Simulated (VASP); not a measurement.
# Mg2O5 (cubic X2O5 type) (Pn-3m) in VASP: notebook

Mg2O5 (cubic X2O5 type) is run at these levels: PBE; tasks: single point.

Everything below comes from runs of VASP 6.6.1. Logs are shortened: lines on timing, memory, paths and dates and some standing lists are left out, and cuts for length are marked.

## Step 1: The cell of the first run

It takes space group Pn-3m (No. 224, cubic). Conventional cell: a = 5.247 Å, b = 5.247 Å, c = 5.247 Å, α = 90.00°, β = 90.00°, γ = 90.00°. Within 3.0 Å of Mg (site symmetry -3m) lie 12 O at 2.27 to 2.62 Å. Within 3.0 Å of O (site symmetry -3m) lie 6 O at 2.27 Å and 6 Mg at 2.62 Å. Within 3.0 Å of O (site symmetry -42m) lie 4 Mg at 2.27 Å and 8 O at 2.27 to 2.62 Å.

## Step 2: Single point, PBE

INCAR reads:

```
  PREC = Accurate
  ENCUT = 520
  EDIFF = 1E-7
  ISMEAR = -1
  SIGMA = 0.06122561905347299
  LREAL = F
  LASPH = T
  NELM = 80
  ALGO = Normal
  ISIF = 2
  LWAVE = F
  LCHARG = F
  GGA = PE
  NBANDS = 47
```

KPOINTS reads:

```
regular mesh
0
Gamma
  7 7 7
```

POSCAR reads:

```
Mg2O5
1.0
    5.2469591599      0.0000000000      0.0000000000
    0.0000000000      5.2469591599      0.0000000000
    0.0000000000      0.0000000000      5.2469591599
Mg O
4 10
Direct
    0.0000000000      0.0000000000      0.0000000000
    0.5000000000      0.5000000000      0.0000000000
    0.5000000000      0.0000000000      0.5000000000
    0.0000000000      0.5000000000      0.5000000000
    0.5000000000      0.0000000000      0.0000000000
    0.0000000000      0.5000000000      0.0000000000
    0.0000000000      0.0000000000      0.5000000000
    0.5000000000      0.5000000000      0.5000000000
    0.7500000000      0.7500000000      0.2500000000
    0.7500000000      0.2500000000      0.7500000000
    0.2500000000      0.7500000000      0.7500000000
    0.7500000000      0.2500000000      0.2500000000
    0.2500000000      0.7500000000      0.2500000000
    0.2500000000      0.2500000000      0.7500000000
```

Potentials or basis: VASP PAW PBE potentials, release 64 (Mg, O).

Started as:

```bash
cat potpaw_PBE.64/Mg/POTCAR potpaw_PBE.64/O/POTCAR > POTCAR
mpirun -np 1 vasp_std > vasp.out
```

OUTCAR:

```text
PREC = Accurate
   ENCUT = 520
   EDIFF = 1E-7
   ISMEAR = -1
   LREAL = F
   LASPH = T
   NELM = 80
   ISIF = 2
   GGA = PE

 ion  position               nearest neighbor table
   1  0.000  0.000  0.000-   9 2.27  10 2.27  11 2.27  12 2.27  13 2.27  14 2.27   5 2.62   6 2.62
                             7 2.62   7 2.62   6 2.62   5 2.62
   2  0.500  0.500  0.000-   9 2.27  10 2.27  11 2.27  12 2.27  13 2.27  14 2.27   5 2.62   6 2.62
                             8 2.62   8 2.62   5 2.62   6 2.62
   3  0.500  0.000  0.500-   9 2.27  10 2.27  11 2.27  12 2.27  13 2.27  14 2.27   5 2.62   7 2.62
                             8 2.62   5 2.62   8 2.62   7 2.62
   4  0.000  0.500  0.500-   9 2.27  10 2.27  11 2.27  12 2.27  13 2.27  14 2.27   6 2.62   7 2.62
                             8 2.62   6 2.62   7 2.62   8 2.62
   5  0.500  0.000  0.000-   1 2.62   2 2.62   3 2.62   3 2.62   2 2.62   1 2.62
   6  0.000  0.500  0.000-   1 2.62   2 2.62   4 2.62   4 2.62   1 2.62   2 2.62
   7  0.000  0.000  0.500-   1 2.62   3 2.62   4 2.62   1 2.62   4 2.62   3 2.62
   8  0.500  0.500  0.500-   2 2.62   3 2.62   4 2.62   2 2.62   3 2.62   4 2.62
   9  0.750  0.750  0.250-   1 2.27   2 2.27   3 2.27   4 2.27
  10  0.750  0.250  0.750-   1 2.27   2 2.27   3 2.27   4 2.27
  11  0.250  0.750  0.750-   1 2.27   2 2.27   3 2.27   4 2.27
  12  0.750  0.250  0.250-   1 2.27   2 2.27   3 2.27   4 2.27
  13  0.250  0.750  0.250-   1 2.27   2 2.27   3 2.27   4 2.27
  14  0.250  0.250  0.750-   1 2.27   2 2.27   3 2.27   4 2.27

  LATTYP: Found a simple cubic cell.
 ALAT       =     5.2469591599

  Lattice vectors:

 A1 = (   5.2469591599,   0.0000000000,   0.0000000000)
 A2 = (   0.0000000000,   5.2469591599,   0.0000000000)
 A3 = (   0.0000000000,   0.0000000000,   5.2469591599)

Analysis of symmetry for initial positions (statically):
=====================================================================
 Subroutine PRICEL returns:
 Original cell was already a primitive cell.

 Routine SETGRP: Setting up the symmetry group for a
 simple cubic supercell.

 Subroutine GETGRP returns: Found 48 space group operations
 (whereof 12 operations were pure point group operations)
 out of a pool of 48 trial point group operations.

The static configuration has the point symmetry D_3d.
 The point group associated with its full space group is O_h .

Analysis of symmetry for dynamics (positions and initial velocities):
=====================================================================
 Subroutine PRICEL returns:
 Original cell was already a primitive cell.

 Routine SETGRP: Setting up the symmetry group for a
 simple cubic supercell.

 Subroutine GETGRP returns: Found 48 space group operations
 (whereof 12 operations were pure point group operations)
 out of a pool of 48 trial point group operations.

The dynamic configuration has the point symmetry D_3d.
 The point group associated with its full space group is O_h .

 Subroutine INISYM returns: Found 48 space group operations
 (whereof 12 operations are pure point group operations),
 and found     1 'primitive' translations

----------------------------------------------------------------------------------------

                                     Primitive cell

  volume of cell :     144.4518

  direct lattice vectors                    reciprocal lattice vectors
     5.246959160  0.000000000  0.000000000     0.190586580  0.000000000  0.000000000
     0.000000000  5.246959160  0.000000000     0.000000000  0.190586580  0.000000000
     0.000000000  0.000000000  5.246959160     0.000000000  0.000000000  0.190586580

  length of vectors
     5.246959160  5.246959160  5.246959160     0.190586580  0.190586580  0.190586580

  position of ions in fractional coordinates (direct lattice)
     0.000000000  0.000000000  0.000000000
     0.500000000  0.500000000  0.000000000
     0.500000000  0.000000000  0.500000000
     0.000000000  0.500000000  0.500000000
     0.500000000  0.000000000  0.000000000
     0.000000000  0.500000000  0.000000000
     0.000000000  0.000000000  0.500000000
     0.500000000  0.500000000  0.500000000
     0.750000000  0.750000000  0.250000000
     0.750000000  0.250000000  0.750000000
     0.250000000  0.750000000  0.750000000
     0.750000000  0.250000000  0.250000000
     0.250000000  0.750000000  0.250000000
     0.250000000  0.250000000  0.750000000

  ion indices of the primitive-cell ions
   primitive index   ion index
                 1           1
                 2           2
                 3           3
                 4           4
                 5           5
                 6           6
                 7           7
                 8           8
                 9           9
                10          10
                11          11
                12          12
                13          13
                14          14

----------------------------------------------------------------------------------------

 KPOINTS: regular mesh

Automatic generation of k-mesh.
 Grid dimensions read from file:
 generate k-points for:    7    7    7

 Generating k-lattice:

  Cartesian coordinates                     Fractional coordinates (reciprocal lattice)
     0.027226654  0.000000000  0.000000000     0.142857143  0.000000000  0.000000000
     0.000000000  0.027226654  0.000000000     0.000000000  0.142857143  0.000000000
     0.000000000  0.000000000  0.027226654     0.000000000  0.000000000  0.142857143

  Length of vectors
     0.027226654  0.027226654  0.027226654

  Shift w.r.t. Gamma in fractional coordinates (k-lattice)
     0.000000000  0.000000000  0.000000000

 Subroutine IBZKPT returns following result:
 ===========================================

 Found     20 irreducible k-points:

 Following reciprocal coordinates:
            Coordinates               Weight
  0.000000  0.000000  0.000000      1.000000
  0.142857  0.000000  0.000000      6.000000
  0.285714  0.000000  0.000000      6.000000
  0.428571  0.000000  0.000000      6.000000
  0.142857  0.142857  0.000000     12.000000
  0.285714  0.142857  0.000000     24.000000
[... 12 lines left out ...]
  0.428571  0.428571  0.285714     24.000000
  0.428571  0.428571  0.428571      8.000000
   k-points           NKPTS =     20   k-points in BZ     NKDIM =     20   number of bands    NBANDS=     47
   number of dos      NEDOS =    301   number of ions     NIONS =     14
   total plane-waves  NPLWV =  64000
   dimension x,y,z NGX =    40 NGY =   40 NGZ =   40
   dimension x,y,z NGXF=    80 NGYF=   80 NGZF=   80
   ions per type =               4  10
   NGX,Y,Z   is equivalent  to a cutoff of  12.67, 12.67, 12.67 a.u.
   NGXF,Y,Z  is equivalent  to a cutoff of  25.35, 25.35, 25.35 a.u.
 SYSTEM =  unknown system
   PREC   = accura    normal or accurate (medium, high low for compatibility)
   ISTART =      0    job   : 0-new  1-cont  2-samecut
   ICHARG =      2    charge: 1-file 2-atom 10-const
   ISPIN  =      1    spin polarized calculation?
   LNONCOLLINEAR =      F non collinear calculations
   LSORBIT =      F    spin-orbit coupling
   LASPH  =      T    aspherical Exc in radial PAW
   ENCUT  =  520.0 eV  38.22 Ry    6.18 a.u.   9.76  9.76  9.76*2*pi/ulx,y,z
   NELM   =     80;   NELMIN=  2; NELMDL= -5     # of ELM steps
   EDIFF  = 0.1E-06   stopping-criterion for ELM
   LREAL  =      F    real-space projection
   EDIFFG = 0.1E-05   stopping-criterion for IOM
   NSW    =      0    number of steps for IOM
   IBRION =     -1    ionic relax: 0-MD 1-quasi-New 2-CG
   NFREE  =      0    steps in history (QN), initial steepest desc. (CG)
   ISIF   =      2    stress and relaxation
   ISYM   =      2    0-nonsym 1-usesym 2-fastsym
   POTIM  = 0.5000    time-step for ionic-motion
   TEBEG  =    0.0;   TEEND  =   0.0 temperature during run
   PSTRESS=    0.0 pullay stress
   NELECT =      68.0000    total number of electrons
   NUPDOWN=      -1.0000    fix difference up-down
   EMIN   =  10.00;   EMAX   =-10.00  energy-range for DOS
   EFERMI =   0.00;   METHOD = LEGACY
   ISMEAR =    -1;   SIGMA  =   0.06  broadening in eV -4-tet -1-fermi 0-gaus
   EFERMI_NEDOS =   21; number of points for ismear=-14 and -15
   IALGO  =     38    algorithm
   IMIX   =      4    mixing-type and parameters
     AMIX     =   0.40;   BMIX     =  1.00
     AMIX_MAG =   1.60;   BMIX_MAG =  1.00
  volume/ion in A,a.u.               =      10.32        69.63
  Fermi-wavevector in a.u.,A,eV,Ry     =   1.273513  2.406591 22.066417  1.621836
  Thomas-Fermi vector in A             =   2.406332
   LORBIT       =      0    0 simple, 1 ext, 2 COOP (PROOUT), +10 PAW based schemes
   GGA     = PE    functional components
   LHFCALC =     F    Hartree Fock is set to
   AEXX    =    0.0000 exact exchange contribution
   IVDW    =     0    specifies the selected vdW correction
   LEPSILON=     F    determine dielectric tensor
   LRPA    =     F    only Hartree local field effects (RPA)
 non-spin polarized calculation
  energy-cutoff  :      520.00
  volume of cell :      144.45
 maximum number of plane-waves:      3908
 NGX is ok and might be reduce to    40
   NGX = 19   NGY = 19   NGZ = 19

 number of electron      67.9999989 magnetization

 Free energy of the ion-electron system (eV)
  ---------------------------------------------------
  ext. energy  EPLUGINS =         0.00000000
  ---------------------------------------------------
  free energy    TOTEN  =       -59.03545973 eV

  energy without entropy =      -58.74923310  energy(sigma->0) =      -58.89234642

 E-fermi :   2.4723     XC(G=0): -10.5252

 val. band max:        2.4722258250   @ k =   0.2857   0.2857   0.2857
 cond. band min:       2.4762300697   @ k =   0.4286   0.4286   0.2857
 fundamental gap:      0.0040042448
 Fermi energy:         2.4723374099

 k-point     1 :       0.0000    0.0000    0.0000
  band No.  band energies     occupation
      1     -16.8561      2.00000
      2     -14.8626      2.00000
      3     -14.8626      2.00000
      4     -14.7717      2.00000
      5     -14.7717      2.00000
      6     -14.7717      2.00000
[... 38 lines left out ...]
     45      10.2899      0.00000
     46      13.2930      0.00000

 k-point     2 :       0.1429    0.0000    0.0000
  band No.  band energies     occupation
      1     -16.8038      2.00000
      2     -15.2579      2.00000
      3     -14.8248      2.00000
      4     -14.7703      2.00000
      5     -14.7703      2.00000
      6     -14.4009      2.00000
[... 38 lines left out ...]
     45      10.3862      0.00000
     46      13.1336      0.00000

 k-point     3 :       0.2857    0.0000    0.0000
  band No.  band energies     occupation
      1     -16.6493      2.00000
      2     -15.6840      2.00000
      3     -14.7672      2.00000
      4     -14.7672      2.00000
      5     -14.7168      2.00000
      6     -14.1765      2.00000
[... 822 lines left out ...]
     45      10.9795      0.00000
     46      12.0469      0.00000

 k-point    20 :       0.4286    0.4286    0.4286
  band No.  band energies     occupation
      1     -15.8196      2.00000
      2     -15.7243      2.00000
      3     -15.7243      2.00000
      4     -14.9340      2.00000
      5     -14.5602      2.00000
      6     -14.5602      2.00000
[... 38 lines left out ...]
     45      10.7316      0.00000
     46      12.1359      0.00000
 [bands above 46 left out]

------------------------ aborting loop because EDIFF is reached ----------------------------------------

  FORCE on cell =-STRESS in cart. coord.  units (eV):
  Direction    XX          YY          ZZ          XY          YZ          ZX
  --------------------------------------------------------------------------------------
  -------------------------------------------------------------------------------------
  Total       -4.4652130     -4.4652130     -4.4652130      0.0000000     -0.0000000     -0.0000000
  in kB      -49.5255965    -49.5255965    -49.5255965      0.0000000     -0.0000000     -0.0000000
  external PRESSURE =     -49.5255965 kB  Pullay stress =       0.0000000 kB

 VOLUME and BASIS-vectors are now :
 -----------------------------------------------------------------------------
  energy-cutoff  :      520.00
  volume of cell :      144.45
      direct lattice vectors                 reciprocal lattice vectors
     5.246959160  0.000000000  0.000000000     0.190586580  0.000000000  0.000000000
     0.000000000  5.246959160  0.000000000     0.000000000  0.190586580  0.000000000
     0.000000000  0.000000000  5.246959160     0.000000000  0.000000000  0.190586580

 POSITION                                       TOTAL-FORCE (eV/Angst)
 -----------------------------------------------------------------------------------
      0.00000      0.00000      0.00000        -0.000000     -0.000000     -0.000000
      2.62348      2.62348      0.00000        -0.000000     -0.000000     -0.000000
      2.62348      0.00000      2.62348        -0.000000     -0.000000     -0.000000
      0.00000      2.62348      2.62348        -0.000000     -0.000000     -0.000000
      2.62348      0.00000      0.00000        -0.000000     -0.000000     -0.000000
      0.00000      2.62348      0.00000        -0.000000     -0.000000     -0.000000
      0.00000      0.00000      2.62348        -0.000000     -0.000000     -0.000000
      2.62348      2.62348      2.62348        -0.000000     -0.000000     -0.000000
      3.93522      3.93522      1.31174        -0.000000      0.000000      0.000000
      3.93522      1.31174      3.93522        -0.000000      0.000000      0.000000
      1.31174      3.93522      3.93522         0.000000      0.000000     -0.000000
      3.93522      1.31174      1.31174        -0.000000     -0.000000     -0.000000
      1.31174      3.93522      1.31174         0.000000      0.000000     -0.000000
      1.31174      1.31174      3.93522         0.000000     -0.000000      0.000000
 -----------------------------------------------------------------------------------
    total drift:                                0.000000      0.000000      0.000000

  FREE ENERGIE OF THE ION-ELECTRON SYSTEM (eV)
  ---------------------------------------------------
  free  energy   TOTEN  =       -59.0354597304 eV

  energy  without entropy=      -58.7492331007  energy(sigma->0) =      -58.89234642
```

Run time: 2.1 min. Hardware: 1 thread of Intel Xeon Platinum 8259CL at 2.50GHz (Skylake/Cascade Lake), shared host; peak memory 0.29 GiB.

Results:

```yaml
Free_energy: -59.0355 eV
Pressure: -5.0 GPa
Band_gap_on_the_k_mesh: zero (band 34 reaches 2.65 eV, above the bottom of band 35 at 2.42 eV)
```

Levels at points of the mesh, in eV from the Fermi level:
```csv
k point,band 31,band 32,band 33,band 34,band 35,band 36,band 37,band 38
"(0.00, 0.00, 0.00)",-0.53,-0.08,-0.08,-0.08,0.28,0.28,0.28,0.37
```

## Step 3: Single point, PBE

This run uses another cell than the first one, of 10.52 Å³/atom, 1.019 times its volume.

INCAR reads:

```
SYSTEM = Mg2O5
PREC     = Accurate       ! precision mode
ENCUT    = 520            ! plane-wave cutoff, eV
EDIFF    = 1E-6           ! SCF threshold, eV
ISMEAR   = -1             ! smearing method
SIGMA    = 0.06122561905347299 ! smearing width, eV
LREAL    = .False.        ! projectors in reciprocal space
LASPH    = .True.         ! aspherical terms in the spheres
NELM     = 100            ! most SCF steps
ALGO     = Normal         ! electronic algorithm
ISIF     = 2              ! what is computed and relaxed
LWAVE    = .False.        ! write WAVECAR
LCHARG   = .False.        ! write CHGCAR
GGA      = PE             ! functional
NBANDS   = 47             ! bands
```

KPOINTS reads:

```
regular mesh
0
Gamma
  7 7 7
  0 0 0
```

POSCAR: that of step 2 with these lines changed.

```diff
@@ -2,5 +2,5 @@
 1.0
-    5.2469591599      0.0000000000      0.0000000000
-    0.0000000000      5.2469591599      0.0000000000
-    0.0000000000      0.0000000000      5.2469591599
+    5.2803801830      0.0000000000      0.0000000000
+    0.0000000000      5.2803801830      0.0000000000
+    0.0000000000      0.0000000000      5.2803801830
 Mg O
```

Potentials or basis: VASP PAW PBE potentials, release 64 (Mg, O).

Started as:

```bash
cat potpaw_PBE.64/Mg/POTCAR potpaw_PBE.64/O/POTCAR > POTCAR
mpirun -np 1 vasp_std > vasp.out
```

Run time: 2.5 min. Hardware: 1 thread of Intel Xeon Platinum 8259CL at 2.50GHz (Skylake/Cascade Lake), shared host; peak memory 0.29 GiB.

The run converged. Its results:

- Free energy: -58.9380 eV
- Pressure: -6.7 GPa
- Band gap on the k mesh: zero (band 34 reaches 2.48 eV, above the bottom of band 35 at 2.25 eV)

Levels at points of the mesh, in eV from the Fermi level:
```tsv
k point	band 30	band 31	band 32	band 33	band 34	band 35	band 36	band 37	band 38	band 39
(0.00, 0.00, 0.00)	-0.51	-0.51	-0.08	-0.08	-0.08	0.27	0.27	0.27	0.36	0.36
```
